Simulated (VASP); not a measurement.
# SiC (Cm) in VASP: single point with r2SCAN

Aim: the single point of SiC with r2SCAN.

Everything below comes from runs of VASP 6.6.1. Logs are shortened: lines on timing, memory, paths and dates and some standing lists are left out, and cuts for length are marked.

### 1 The cell of the first run

Symmetry: Cm, No. 8, monoclinic system. Conventional cell: a = 5.335 Å, b = 3.080 Å, c = 15.325 Å, α = 90.00°, β = 100.02°, γ = 90.00°. Si (site symmetry m) has 4 C at 1.89 Å within 2.5 Å. Si (site symmetry m) has 4 C at 1.89 Å within 2.5 Å. Si (site symmetry m) has 4 C at 1.89 Å within 2.5 Å. Within 2.5 Å of Si (site symmetry m) lie 4 C at 1.89 Å. Within 2.5 Å of Si (site symmetry m) lie 4 C at 1.89 Å. Si (site symmetry m) has 5 C at 1.89 to 2.44 Å within 2.5 Å. Within 2.5 Å of C (site symmetry m) lie 4 Si at 1.89 Å. C (site symmetry m) has 4 Si at 1.89 Å within 2.5 Å.

### 2 Single point, r2SCAN (the part above a cut slid along it)

Input file POSCAR:

```
SiC
1.0
    2.1781449867     -2.1781449867      0.0000000000
    2.1781449867      0.0000000000     -2.1781449867
   10.8907249336      7.6235074536      7.6235074536
Si C
6 6
Direct
    0.8021000000     -0.1979000000      0.3958000000
    0.2187666667      0.2187666667      0.2291333333
    0.3854333333      0.3854333333      0.5624666667
    0.5521000000      0.5521000000      0.8958000000
   -0.0312333333     -0.0312333333      0.7291333333
    0.6354333333      0.6354333333      0.0624666667
    0.4479333333      0.4479333333      0.4374666667
   -0.1354000000     -0.1354000000      0.2708000000
    0.0312666667      0.0312666667      0.6041333333
    0.1979333333      0.1979333333      0.9374666667
   -0.3854000000     -0.3854000000      0.7708000000
    0.2812666667      0.2812666667      0.1041333333
```

Input file INCAR.step1:

```
  ALGO = Normal
  EDIFF = 1E-4
  ENCUT = 520
  GGA = PE
  ISMEAR = 0
  LASPH = True
  LCHARG = False
  LREAL = False
  LWAVE = True
  NBANDS = 36
  NELM = 80
  PREC = Accurate
  SIGMA = 0.05
```

Input file INCAR.step2:

```
  ALGO = Normal
  EDIFF = 1E-7
  ENCUT = 520
  ISIF = 2
  ISMEAR = 0
  ISTART = 1
  LASPH = True
  LCHARG = False
  LMIXTAU = True
  LREAL = False
  LWAVE = False
  METAGGA = R2SCAN
  NBANDS = 36
  NELM = 80
  PREC = Accurate
  SIGMA = 0.05
```

Input file KPOINTS:

```
k-points
0
Gamma
  10 10 2
```

Potentials or basis: VASP PAW PBE potentials, release 64 (Si, C).

Launch:

```console
$ cat potpaw_PBE.64/Si/POTCAR potpaw_PBE.64/C/POTCAR > POTCAR
$ cp INCAR.step1 INCAR
$ mpirun -np 1 vasp_std > vasp.out
$ cp INCAR.step2 INCAR
$ mpirun -np 1 vasp_std > vasp.out
```

OUTCAR:

```text
EDIFF = 1E-7
   ENCUT = 520
   ISIF = 2
   ISMEAR = 0
   ISTART = 1
   LASPH = True
   LREAL = False
   METAGGA = R2SCAN
   NELM = 80
   PREC = Accurate

 ion  position               nearest neighbor table
   1  0.802  0.802  0.396-   8 1.89   7 1.89   7 1.89   7 1.89   3 3.08   3 3.08   2 3.08   2 3.08
                             3 3.08   2 3.08
   2  0.219  0.219  0.229-  12 1.89   8 1.89   8 1.89   8 1.89   6 3.08   6 3.08   6 3.08   1 3.08
                             1 3.08   1 3.08
   3  0.385  0.385  0.562-   9 1.89   9 1.89   9 1.89   7 1.89   5 3.08   5 3.08   5 3.08   1 3.08
                             1 3.08   1 3.08
   4  0.552  0.552  0.896-  11 1.89  10 1.89  10 1.89  10 1.89   6 2.67   5 3.08   5 3.08   5 3.08

   5  0.969  0.969  0.729-   9 1.89  11 1.89  11 1.89  11 1.89   3 3.08   3 3.08   3 3.08   4 3.08
                             4 3.08   4 3.08
   6  0.635  0.635  0.062-  12 1.89  12 1.89  12 1.89  10 2.44  10 2.44   4 2.67   2 3.08   2 3.08
                             2 3.08
   7  0.448  0.448  0.437-   3 1.89   1 1.89   1 1.89   1 1.89
   8  0.865  0.865  0.271-   1 1.89   2 1.89   2 1.89   2 1.89
   9  0.031  0.031  0.604-   3 1.89   3 1.89   3 1.89   5 1.89
  10  0.198  0.198  0.937-   4 1.89   4 1.89   4 1.89   6 2.44   6 2.44
  11  0.615  0.615  0.771-   4 1.89   5 1.89   5 1.89   5 1.89
  12  0.281  0.281  0.104-   6 1.89   6 1.89   6 1.89   2 1.89

  LATTYP: Found a face centered orthorhombic cell.
 ALAT       =     3.0803621810
 B/A-ratio  =     1.7320508076
 C/A-ratio  =     9.7979589713

  Lattice vectors:

 A1 = (  10.8907249336,   7.6235074536,   7.6235074536)
 A2 = (   8.7125799469,   7.6235074536,   9.8016524403)
 A3 = (   2.1781449867,  -2.1781449867,   0.0000000000)

Analysis of symmetry for initial positions (statically):
=====================================================================
 Subroutine PRICEL returns:
 Original cell was already a primitive cell.

 Routine SETGRP: Setting up the symmetry group for a
 face centered orthorhombic supercell.

 Subroutine GETGRP returns: Found  2 space group operations
 (whereof  2 operations were pure point group operations)
 out of a pool of  8 trial point group operations.

The static configuration has the point symmetry C_1h.

Analysis of symmetry for dynamics (positions and initial velocities):
=====================================================================
 Subroutine PRICEL returns:
 Original cell was already a primitive cell.

 Routine SETGRP: Setting up the symmetry group for a
 face centered orthorhombic supercell.

 Subroutine GETGRP returns: Found  2 space group operations
 (whereof  2 operations were pure point group operations)
 out of a pool of  8 trial point group operations.

The dynamic configuration has the point symmetry C_1h.

 Subroutine INISYM returns: Found  2 space group operations
 (whereof  2 operations are pure point group operations),
 and found     1 'primitive' translations

----------------------------------------------------------------------------------------

                                     Primitive cell

  volume of cell :     124.0057

  direct lattice vectors                    reciprocal lattice vectors
     2.178144987 -2.178144987  0.000000000     0.133905993 -0.325200268  0.133905993
     2.178144987  0.000000000 -2.178144987     0.133905993  0.133905993 -0.325200268
    10.890724934  7.623507454  7.623507454     0.038258855  0.038258855  0.038258855

  length of vectors
     3.080362181  3.080362181 15.324608359     0.376320135  0.376320135  0.066266281

  position of ions in fractional coordinates (direct lattice)
     0.802100000  0.802100000  0.395800000
     0.218766667  0.218766667  0.229133333
     0.385433333  0.385433333  0.562466667
     0.552100000  0.552100000  0.895800000
     0.968766667  0.968766667  0.729133333
     0.635433333  0.635433333  0.062466667
     0.447933333  0.447933333  0.437466667
     0.864600000  0.864600000  0.270800000
     0.031266667  0.031266667  0.604133333
     0.197933333  0.197933333  0.937466667
     0.614600000  0.614600000  0.770800000
[... 46 lines left out ...]
|                                                                             |
|     Your reciprocal lattice and k-lattice belong to different lattice       |
|     classes:                                                                |
|                                                                             |
|        The reciprocal lattice is body-centered orthorhombic,                |
|        whereas your k-lattice is base-centered monoclinic.                  |
|                                                                             |
|     Results are often still useful ...                                      |
|                                                                             |
 -----------------------------------------------------------------------------

 WARNING: IBZKPT: internal override: KBLOWUP is changed to .FALSE.
      ... skipping the blow-up phase ...

 Subroutine IBZKPT returns following result:
 ===========================================

 Found     62 irreducible k-points:

 Following reciprocal coordinates:
            Coordinates               Weight
  0.000000  0.000000  0.000000      1.000000
  0.100000  0.000000 -0.000000      4.000000
  0.200000  0.000000 -0.000000      4.000000
  0.300000  0.000000  0.000000      4.000000
  0.400000  0.000000 -0.000000      4.000000
  0.500000  0.000000 -0.000000      2.000000
[... 16 lines left out ...]
  0.300000  0.300000  0.000000      2.000000
  0.400000  0.300000 -0.000000      4.000000
 [... further k-points ...]
   k-points           NKPTS =     62   k-points in BZ     NKDIM =     62   number of bands    NBANDS=     36
   number of dos      NEDOS =    301   number of ions     NIONS =     12
   total plane-waves  NPLWV =  69120
   dimension x,y,z NGX =    24 NGY =   24 NGZ =  120
   dimension x,y,z NGXF=    48 NGYF=   48 NGZF=  240
   ions per type =               6   6
   NGX,Y,Z   is equivalent  to a cutoff of  12.95, 12.95, 13.02 a.u.
   NGXF,Y,Z  is equivalent  to a cutoff of  25.91, 25.91, 26.04 a.u.
 SYSTEM =  unknown system
   PREC   = accura    normal or accurate (medium, high low for compatibility)
   ISTART =      1    job   : 0-new  1-cont  2-samecut
   ICHARG =      0    charge: 1-file 2-atom 10-const
   ISPIN  =      1    spin polarized calculation?
   LNONCOLLINEAR =      F non collinear calculations
   LSORBIT =      F    spin-orbit coupling
   LASPH  =      T    aspherical Exc in radial PAW
   ENCUT  =  520.0 eV  38.22 Ry    6.18 a.u.   5.73  5.73 28.49*2*pi/ulx,y,z
   NELM   =     80;   NELMIN=  2; NELMDL=  0     # of ELM steps
   EDIFF  = 0.1E-06   stopping-criterion for ELM
   LREAL  =      F    real-space projection
   EDIFFG = 0.1E-05   stopping-criterion for IOM
   NSW    =      0    number of steps for IOM
   IBRION =     -1    ionic relax: 0-MD 1-quasi-New 2-CG
   NFREE  =      0    steps in history (QN), initial steepest desc. (CG)
   ISIF   =      2    stress and relaxation
   ISYM   =      2    0-nonsym 1-usesym 2-fastsym
   POTIM  = 0.5000    time-step for ionic-motion
   TEBEG  =    0.0;   TEEND  =   0.0 temperature during run
   PSTRESS=    0.0 pullay stress
   NELECT =      48.0000    total number of electrons
   NUPDOWN=      -1.0000    fix difference up-down
   EMIN   =  10.00;   EMAX   =-10.00  energy-range for DOS
   EFERMI =   0.00;   METHOD = LEGACY
   ISMEAR =     0;   SIGMA  =   0.05  broadening in eV -4-tet -1-fermi 0-gaus
   EFERMI_NEDOS =   21; number of points for ismear=-14 and -15
   IALGO  =     38    algorithm
   IMIX   =      4    mixing-type and parameters
     AMIX     =   0.40;   BMIX     =  1.00
     AMIX_MAG =   1.60;   BMIX_MAG =  1.00
  volume/ion in A,a.u.               =      10.33        69.74
  Fermi-wavevector in a.u.,A,eV,Ry     =   1.193094  2.254621 19.367534  1.423474
  Thomas-Fermi vector in A             =   2.329117
   LORBIT       =      0    0 simple, 1 ext, 2 COOP (PROOUT), +10 PAW based schemes
   METAGGA = R2SCAN    functional components
   LHFCALC =     F    Hartree Fock is set to
   AEXX    =    0.0000 exact exchange contribution
   IVDW    =     0    specifies the selected vdW correction
   LEPSILON=     F    determine dielectric tensor
   LRPA    =     F    only Hartree local field effects (RPA)
 non-spin polarized calculation
 Gauss-broadening in eV      SIGMA  =   0.05
  energy-cutoff  :      520.00
  volume of cell :      124.01
 maximum number of plane-waves:      3362
   NGX = 11   NGY = 11   NGZ = 57

 number of electron      48.0000002 magnetization

 Free energy of the ion-electron system (eV)
  ---------------------------------------------------
  ext. energy  EPLUGINS =         0.00000000
  ---------------------------------------------------
  free energy    TOTEN  =      -113.78420910 eV

  energy without entropy =     -113.78420910  energy(sigma->0) =     -113.78420910

 E-fermi :   8.7107     XC(G=0): -11.9781

 val. band max:        8.4225270699   @ k =   0.1000   0.0000  -0.0000
 cond. band min:       9.7206178857   @ k =  -0.3000   0.3000   0.0000
 fundamental gap:      1.2980908158
 Fermi energy:         8.7107387585

 k-point     1 :       0.0000    0.0000    0.0000
  band No.  band energies     occupation
      1      -8.2038      2.00000
      2      -7.6444      2.00000
      3      -7.5686      2.00000
      4      -6.0854      2.00000
      5      -5.9877      2.00000
      6      -4.5249      2.00000
[... 925 lines left out ...]
     35      16.1082      0.00000
     36      16.3669      0.00000

 [... further k-points ...]
[... 5 lines left out ...]
  --------------------------------------------------------------------------------------
  -------------------------------------------------------------------------------------
  Total        3.9914693     -3.6494389     -3.6494389      1.7429337      1.9145708      1.7429337
  in kB       51.5705511    -47.1514525    -47.1514525     22.5190386     24.7366228     22.5190384
  external PRESSURE =     -14.2441180 kB  Pullay stress =       0.0000000 kB

 VOLUME and BASIS-vectors are now :
 -----------------------------------------------------------------------------
  energy-cutoff  :      520.00
  volume of cell :      124.01
      direct lattice vectors                 reciprocal lattice vectors
     2.178144987 -2.178144987  0.000000000     0.133905993 -0.325200268  0.133905993
     2.178144987  0.000000000 -2.178144987     0.133905993  0.133905993 -0.325200268
    10.890724934  7.623507454  7.623507454     0.038258855  0.038258855  0.038258855

 POSITION                                       TOTAL-FORCE (eV/Angst)
 -----------------------------------------------------------------------------------
      7.80473      1.27029      1.27029         0.058920      0.048247      0.048247
      3.44844      1.27029      1.27029         0.425356      0.074308      0.074308
      7.80473      3.44844      3.44844         0.050878      0.046518      0.046518
     12.16102      5.62658      5.62658        -0.416597      0.107155      0.107155
     12.16102      3.44844      3.44844         0.050245      0.047056      0.047056
      3.44844     -0.90785     -0.90785        -0.342756     -0.184746     -0.184746
      6.71566      2.35937      2.35937        -0.045664     -0.051319     -0.051319
      6.71566      0.18122      0.18122        -0.049862     -0.031073     -0.031073
      6.71566      4.53751      4.53751        -0.055437     -0.050386     -0.050386
     11.07195      6.71566      6.71566        -0.577300      0.094335      0.094335
     11.07195      4.53751      4.53751        -0.118167     -0.102253     -0.102253
      2.35937      0.18122      0.18122         1.020383      0.002157      0.002157
 -----------------------------------------------------------------------------------
    total drift:                               -0.000995     -0.000888     -0.000888

  FREE ENERGIE OF THE ION-ELECTRON SYSTEM (eV)
  ---------------------------------------------------
  free  energy   TOTEN  =      -113.7842091009 eV

  energy  without entropy=     -113.7842091009  energy(sigma->0) =     -113.78420910
```

Run time: 23 min. Hardware: 1 thread of Oxide Virtual Turin-like, shared host; peak memory 0.35 GiB.

What came out:

```
Free energy            : -113.7842 eV
Pressure               : -1.4 GPa
Largest force          : 1.020 eV/Å
Band gap on the k mesh : 1.30 eV (least direct gap 2.12 eV)
```

Forces on the atoms (eV/Å):
```
Si   0.059  0.048  0.048
Si   0.425  0.074  0.074
Si   0.051  0.047  0.047
Si  -0.417  0.107  0.107
Si   0.050  0.047  0.047
Si  -0.343 -0.185 -0.185
C   -0.046 -0.051 -0.051
C   -0.050 -0.031 -0.031
C   -0.055 -0.050 -0.050
C   -0.577  0.094  0.094
C   -0.118 -0.102 -0.102
C    1.020  0.002  0.002
```

Stress tensor (GPa, compression positive):
```
 5.16  2.25  2.25
 2.25 -4.72  2.47
 2.25  2.47 -4.72
```

Caveat: the cell differs from its parent crystal (the part above a cut slid along it); the stress differs along the axes, from -5 to 5 GPa; the PAW data sets were made with another functional, which shifts forces and pressure a little. A k mesh can miss the band edges.
